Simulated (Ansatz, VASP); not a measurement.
One calculation of In, two programs

```
In
1.0
     3.89378    0.00000    0.00000
     0.00000    3.89378    0.00000
     0.00000    0.00000    3.64099
In
2
Direct
  0.50000 0.00000 0.28941
  0.00000 0.50000 0.71059
```

Alike in both runs: functional PBE; k mesh 4 × 4 × 4; occupations gaussian, width 0.1 eV; no spin polarisation.

Ansatz relaxed the structure, and its values are those at the end. VASP's run is a single point on that final structure, the one shown.

|  | VASP | Ansatz |
| --- | --- | --- |
| version | VASP 6.6.1 | Ansatz 0.2.0 |
| potentials or method | VASP PAW PBE potentials, release 64 (In_d), cutoff 520 eV | scalar-relativistic, plane waves, PAW |
| valence electrons in the cell | 26 | 26 |

Ansatz gave:

```
gap on the k mesh at the Fermi level (eV) : none
pressure (GPa)                            : 0.0
```

**Question.** What did VASP give for the same quantities?

**Answer.** gap on the k mesh at the Fermi level (eV): none; pressure (GPa): -0.1.

A gap of «none» marks a metal or a gap that the smearing closes.

The k mesh is coarse, so the values compare programs but aren't converged.
